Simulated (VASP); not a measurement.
# H8CO6 in VASP: further runs

H8CO6 is run at these levels: PBE+D3(BJ); tasks: single point.

Program: VASP 6.6.1. These are calculated values, not measurements. Logs are shortened: lines on timing, memory, paths and dates and some standing lists are left out, and cuts for length are marked.

**1. The cell of the first run**

The cell holds an amorphous packing of atoms, 15 atoms: a = 5.708 Å, b = 5.708 Å, c = 5.708 Å, α = 90.00°, β = 90.00°, γ = 90.00°.

**2. Single point, PBE+D3(BJ)**

File INCAR:

```
SYSTEM = H8CO6
ALGO     = Normal         ! electronic algorithm
EDIFF    = 1E-6           ! SCF threshold, eV
ENCUT    = 520            ! plane-wave cutoff, eV
GGA      = PE             ! functional
GGA_COMPAT= .False.      
ISIF     = 2              ! what is computed and relaxed
ISMEAR   = -1             ! smearing method
IVDW     = 12             ! dispersion correction
LASPH    = .True.         ! aspherical terms in the spheres
LCHARG   = .False.        ! write CHGCAR
LREAL    = .False.        ! projectors in reciprocal space
LWAVE    = .False.        ! write WAVECAR
NBANDS   = 37             ! bands
NELM     = 120            ! most SCF steps
PREC     = Accurate       ! precision mode
SIGMA    = 0.02           ! smearing width, eV
```

File KPOINTS:

```
k-points
0
Gamma
  1 1 1
  0 0 0
```

File POSCAR:

```
H8CO6
1.0
    5.7082670000      0.0000000000      0.0000000000
    0.0000000000      5.7082670000      0.0000000000
    0.0000000000      0.0000000000      5.7082670000
O H C
6 8 1
Direct
    0.1071253324      0.3828832814      0.8667604371
    0.7463035629      0.9958539080      1.1005441757
    0.5357492913      0.7441312749      0.7930953475
    0.8408856839      0.2624088887      0.4964378856
    0.2378305009      0.0603685847      0.3920103947
    0.4085302947      0.4061127484      0.2786835304
    0.0401172545      0.3385791169      0.7171353407
    0.0747337152      0.5389726865      0.8331250097
    0.7672381127      1.0853031226      0.9617279640
    0.6389504906      0.8699312769      1.0386690041
    0.5276382482      0.8052881899      0.6393884519
    0.3967228583      0.6366555734      0.8134693069
    0.8407280178      0.1918270466      0.3333410998
    0.7135265397      0.3764890465      0.4682682152
    0.3296622250      0.2260055460      0.3303104077
```

Potentials or basis: VASP PAW PBE potentials, release 64 (O, H, C).

The run is started by

```bash
$ cat potpaw_PBE.64/O/POTCAR potpaw_PBE.64/H/POTCAR potpaw_PBE.64/C/POTCAR > POTCAR
$ mpirun -np 1 vasp_gam > vasp.out
```

OUTCAR:

```text
SYSTEM = H8CO6
   EDIFF = 1E-6
   ENCUT = 520
   GGA = PE
   ISIF = 2
   ISMEAR = -1
   IVDW = 12
   LASPH = .True.
   LREAL = .False.
   NELM = 120
   PREC = Accurate
 IVDW          = 12

 ion  position               nearest neighbor table
   1  0.107  0.383  0.867-   8 0.93   7 0.97
   2  0.746  0.996  0.101-   9 0.95  10 1.01
   3  0.536  0.744  0.793-  11 0.95  12 1.01
   4  0.841  0.262  0.496-  14 0.99  13 1.01
   5  0.238  0.060  0.392-  15 1.14
   6  0.409  0.406  0.279-  15 1.16
   7  0.040  0.339  0.717-   1 0.97
   8  0.075  0.539  0.833-   1 0.93
   9  0.767  0.085  0.962-   2 0.95
  10  0.639  0.870  0.039-   2 1.01
  11  0.528  0.805  0.639-   3 0.95
  12  0.397  0.637  0.813-   3 1.01
  13  0.841  0.192  0.333-   4 1.01
  14  0.714  0.376  0.468-   4 0.99
  15  0.330  0.226  0.330-   5 1.14   6 1.16

  LATTYP: Found a simple cubic cell.
 ALAT       =     5.7082670000

  Lattice vectors:

 A1 = (   5.7082670000,   0.0000000000,   0.0000000000)
 A2 = (   0.0000000000,   5.7082670000,   0.0000000000)
 A3 = (   0.0000000000,   0.0000000000,   5.7082670000)

Analysis of symmetry for initial positions (statically):
=====================================================================
 Subroutine PRICEL returns:
 Original cell was already a primitive cell.

 Routine SETGRP: Setting up the symmetry group for a
 simple cubic supercell.

 Subroutine GETGRP returns: Found  1 space group operations
 (whereof  1 operations were pure point group operations)
 out of a pool of 48 trial point group operations.

The static configuration has the point symmetry C_1 .

Analysis of symmetry for dynamics (positions and initial velocities):
=====================================================================
 Subroutine PRICEL returns:
 Original cell was already a primitive cell.

 Routine SETGRP: Setting up the symmetry group for a
 simple cubic supercell.

 Subroutine GETGRP returns: Found  1 space group operations
 (whereof  1 operations were pure point group operations)
 out of a pool of 48 trial point group operations.
[... 110 lines left out ...]
   ISYM   =      2    0-nonsym 1-usesym 2-fastsym
   POTIM  = 0.5000    time-step for ionic-motion
   TEBEG  =    0.0;   TEEND  =   0.0 temperature during run
   PSTRESS=    0.0 pullay stress
   NELECT =      48.0000    total number of electrons
   NUPDOWN=      -1.0000    fix difference up-down
   EMIN   =  10.00;   EMAX   =-10.00  energy-range for DOS
   EFERMI =   0.00;   METHOD = LEGACY
   ISMEAR =    -1;   SIGMA  =   0.02  broadening in eV -4-tet -1-fermi 0-gaus
   EFERMI_NEDOS =   21; number of points for ismear=-14 and -15
   IALGO  =     38    algorithm
   IMIX   =      4    mixing-type and parameters
     AMIX     =   0.40;   BMIX     =  1.00
     AMIX_MAG =   1.60;   BMIX_MAG =  1.00
  volume/ion in A,a.u.               =      12.40        83.68
  Fermi-wavevector in a.u.,A,eV,Ry     =   1.042280  1.969623 14.780649  1.086347
  Thomas-Fermi vector in A             =   2.176938
   LORBIT       =      0    0 simple, 1 ext, 2 COOP (PROOUT), +10 PAW based schemes
   GGA     = PE    functional components
   LHFCALC =     F    Hartree Fock is set to
   AEXX    =    0.0000 exact exchange contribution
   IVDW    =    12    specifies the selected vdW correction
   LEPSILON=     F    determine dielectric tensor
   LRPA    =     F    only Hartree local field effects (RPA)
 non-spin polarized calculation
  energy-cutoff  :      520.00
  volume of cell :      186.00
 maximum number of plane-waves:      2473
 NGX is ok and might be reduce to    42
   NGX = 21   NGY = 21   NGZ = 21

 number of electron      48.0000001 magnetization

 Free energy of the ion-electron system (eV)
  ---------------------------------------------------
  ext. energy  EPLUGINS =         0.00000000
  ---------------------------------------------------
  free energy    TOTEN  =       -80.26194109 eV

  energy without entropy =      -80.26194109  energy(sigma->0) =      -80.26194109

 E-fermi :  -3.2088     XC(G=0):  -6.5688

 val. band max:       -3.7599592125   @ k =   0.0000   0.0000   0.0000
 cond. band min:       0.9158683287   @ k =   0.0000   0.0000   0.0000
 fundamental gap:      4.6758275413
 Fermi energy:        -3.2087527306

 k-point     1 :       0.0000    0.0000    0.0000
  band No.  band energies     occupation
      1     -26.2088      2.00000
      2     -25.1224      2.00000
      3     -22.6992      2.00000
      4     -22.5150      2.00000
      5     -21.8860      2.00000
      6     -21.5833      2.00000
[... 28 lines left out ...]
     35       7.9473      0.00000
     36       7.9644      0.00000
 [bands above 36 left out]

------------------------ aborting loop because EDIFF is reached ----------------------------------------

 Edisp (eV)   -0.52975

 E8    (eV) :    -0.1160

  FORCE on cell =-STRESS in cart. coord.  units (eV):
  Direction    XX          YY          ZZ          XY          YZ          ZX
  --------------------------------------------------------------------------------------
  -------------------------------------------------------------------------------------
  Total       1.86625     7.77529     2.00454     1.51914    -1.01358    -0.06446
  in kB      16.07558    66.97524    17.26686    13.08568    -8.73080    -0.55527
  external pressure =       33.44 kB  Pullay stress =        0.00 kB

 VOLUME and BASIS-vectors are now :
 -----------------------------------------------------------------------------
  energy-cutoff  :      520.00
  volume of cell :      186.00
      direct lattice vectors                 reciprocal lattice vectors
     5.708267000  0.000000000  0.000000000     0.175184517  0.000000000  0.000000000
     0.000000000  5.708267000  0.000000000     0.000000000  0.175184517  0.000000000
     0.000000000  0.000000000  5.708267000     0.000000000  0.000000000  0.175184517

 POSITION                                       TOTAL-FORCE (eV/Angst)
 -----------------------------------------------------------------------------------
      0.61150      2.18560      4.94770         0.772118     -1.331203      0.264651
      4.26010      5.68460      0.57393        -0.592574     -0.985952      0.901779
      3.05820      4.24770      4.52720        -1.278951     -1.881853      1.320729
      4.80000      1.49790      2.83380        -0.933298      0.459879     -1.422948
      1.35760      0.34460      2.23770        -1.266568     -3.860420      1.026919
      2.33200      2.31820      1.59080         1.083447      1.766057     -0.528498
      0.22900      1.93270      4.09360        -0.471538     -1.632220     -0.920632
      0.42660      3.07660      4.75570        -0.531859      3.138718      0.687058
      4.37960      0.48693      5.48980         0.395256      0.863452     -1.012721
      3.64730      4.96580      0.22073         0.649660      0.673536      0.238557
      3.01190      4.59680      3.64980        -0.204759      0.627380     -1.330257
      2.26460      3.63420      4.64350         1.187771      0.637759     -0.263306
      4.79910      1.09500      1.90280         0.182782     -0.298288      1.103463
      4.07300      2.14910      2.67300         0.505938     -0.144444      0.570332
      1.88180      1.29010      1.88550         0.502574      1.967599     -0.635127
 -----------------------------------------------------------------------------------
    total drift:                                0.000225      0.001078     -0.001484

  FREE ENERGIE OF THE ION-ELECTRON SYSTEM (eV)
  ---------------------------------------------------
  free  energy   TOTEN  =       -80.7916913799 eV

  energy  without entropy=      -80.7916913799  energy(sigma->0) =      -80.79169138
```

stdout:

```text
POSCAR found type information on POSCAR O H C
 POSCAR found :  3 types and      15 ions
 scaLAPACK will be used
 LDA part: xc-table for (Slater+PW92), standard interpolation
 POSCAR, INCAR and KPOINTS ok, starting setup
 FFT: planning ... GRIDC
 FFT: planning ... GRID_SOFT
 FFT: planning ... GRID
 WAVECAR not read
 entering main loop
```

It took 8.6 s on 1 thread of Intel Xeon 6975P-C (Granite Rapids), shared host; peak memory 0.26 GiB.

What came out:

```yaml
Free_energy: -80.7917 eV
Pressure: 3.3 GPa
Largest_force: 4.191 eV/Å
Band_gap_on_the_k_mesh: 4.68 eV
Dispersion_energy_per_atom: -0.035 eV
```

Forces on the atoms (eV/Å):
```
O    0.772 -1.331  0.265
O   -0.593 -0.986  0.902
O   -1.279 -1.882  1.321
O   -0.933  0.460 -1.423
O   -1.267 -3.860  1.027
O    1.083  1.766 -0.528
H   -0.472 -1.632 -0.921
H   -0.532  3.139  0.687
H    0.395  0.863 -1.013
H    0.650  0.674  0.239
H   -0.205  0.627 -1.330
H    1.188  0.638 -0.263
H    0.183 -0.298  1.103
H    0.506 -0.144  0.570
C    0.503  1.968 -0.635
```

Caveat: the k points lie up to 1.10 Å⁻¹ apart.

(Continued in part 2 of 2.)
